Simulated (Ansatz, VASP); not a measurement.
**BaO: VASP beside Ansatz**

Contents of INCAR:

```
ALGO = Normal
EDIFF = 1E-6
ENCUT = 600
GGA = PE
GGA_COMPAT = F
ISIF = 2
ISMEAR = 1
LASPH = T
LCHARG = F
LREAL = F
LWAVE = F
NBANDS = 15
NELM = 120
PREC = Accurate
SIGMA = 0.2
```

KPOINTS

```
k-points
0
Gamma
  6 6 6
```

File POSCAR:

```
BaO
1.0
    0.0000000000      2.7718674917      2.7718674917
    2.7718674917      0.0000000000      2.7718674917
    2.7718674917      2.7718674917      0.0000000000
Ba O
1 1
Direct
    0.0000000000      0.0000000000      0.0000000000
    0.5000000000      0.5000000000      0.5000000000
```

Input for Ansatz:

```yaml
crystal:
  lattice:
    - [0.0, 2.7718674917, 2.7718674917]
    - [2.7718674917, 0.0, 2.7718674917]
    - [2.7718674917, 2.7718674917, 0.0]
  atoms:
    - { symbol: Ba, position: [0.0, 0.0, 0.0] }
    - { symbol: O, position: [0.5, 0.5, 0.5] }
kpoints:
  mp_grid: { grid: [6, 6, 6] }
hamiltonian:
  xc: pbe
  pseudopotentials: { azcp: { folder: soft_1 } }
scf:
  occupations: { method: cold, width: 0.2 }
  n_extra_bands: 4
output:
  forces: true
  stress: true
  eigenvalues: true
```

Alike in both runs: task single point; functional PBE; k mesh 6 × 6 × 6; no spin polarisation.

|  | VASP | Ansatz |
| --- | --- | --- |
| version | VASP 6.6.1 | Ansatz 0.2.0 |
| potentials or method | VASP PAW PBE potentials, release 64 (Ba_sv, O) | plane waves |
| plane-wave cutoff (eV) | 600 | 420 |
| occupations | methfessel-paxton of order 1, width 0.2 eV | cold, width 0.2 eV |
| valence electrons in the cell | 16 | 16 |

|  | VASP | Ansatz | Ansatz less VASP |
| --- | --- | --- | --- |
| gap on the k mesh at the Fermi level (eV) | 1.98 | 2.05 | +0.067 |
| pressure (GPa) | 2.7 | 1.2 | -1.51 |

Spin-orbit coupling is off throughout.
